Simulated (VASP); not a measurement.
Wanted: the native input for a VASP 6.6.1 run.

```
Task                   : single point
Functional             : PBE
Potentials or basis    : VASP PAW PBE potentials, release 64 (Na_pv, Cl)
Cutoff                 : 520 eV
k mesh                 : 3 × 3 × 1
Occupations            : gaussian, width 0.1 eV
Spin                   : no spin polarisation
Dipole correction      : yes
Further INCAR settings : ALGO = Normal; EDIFF = 1e-07; NBANDS = 58
```

The structure of Na12Cl lies in POSCAR:

```
Na12Cl
1.0
    8.3906381142      0.0000000000      0.0000000000
    0.0000000000      8.3906381142      0.0000000000
    0.0000000000      0.0000000000     19.6953190567
Na Cl
12 1
Direct
    0.2500000000      0.2500000000      0.2030939427
    0.2500000000      0.7500000000      0.2030939427
    0.7500000000      0.2500000000      0.2030939427
    0.7500000000      0.7500000000      0.2030939427
    0.0000000000      0.0000000000      0.3095994287
    0.0000000000      0.5000000000      0.3095994287
    0.5000000000      0.0000000000      0.3095994287
    0.5000000000      0.5000000000      0.3095994287
    0.2500000000      0.2500000000      0.4161049147
    0.2500000000      0.7500000000      0.4161049147
    0.7500000000      0.2500000000      0.4161049147
    0.7500000000      0.7500000000      0.4161049147
    0.3000000000      0.3000000000      0.5351183574
```

These files were run (other wordings do the same):

INCAR

```
ALGO = Normal ; DIPOL = 0.5 0.5 0.327
EDIFF = 1E-7 ; ENCUT = 520
GGA = PE ; IDIPOL = 3
ISIF = 2 ; ISMEAR = 0
LASPH = T ; LCHARG = T
LDIPOL = T ; LELF = T
LREAL = F ; LVACPOTAV = T
LVHAR = T ; LWAVE = F
NBANDS = 58 ; NELM = 100
PREC = Accurate ; SIGMA = 0.1
```

KPOINTS

```
k-points
0
Gamma
  3 3 1
```

Potentials or basis: VASP PAW PBE potentials, release 64 (Na_pv, Cl).

Launch:

```bash
$ cat potpaw_PBE.64/Na_pv/POTCAR potpaw_PBE.64/Cl/POTCAR > POTCAR
$ mpirun -np 1 vasp_std > vasp.out
```

Results of the run:

- Largest force: 0.225 eV/Å
- Band gap on the k mesh: zero (an odd number of electrons rules out a gap without spin polarisation)

Run time: 7.8 min on 1 thread of Intel(R) Xeon(R) 6975P-C (Granite Rapids), on a shared host, peak memory 1.1 GiB.
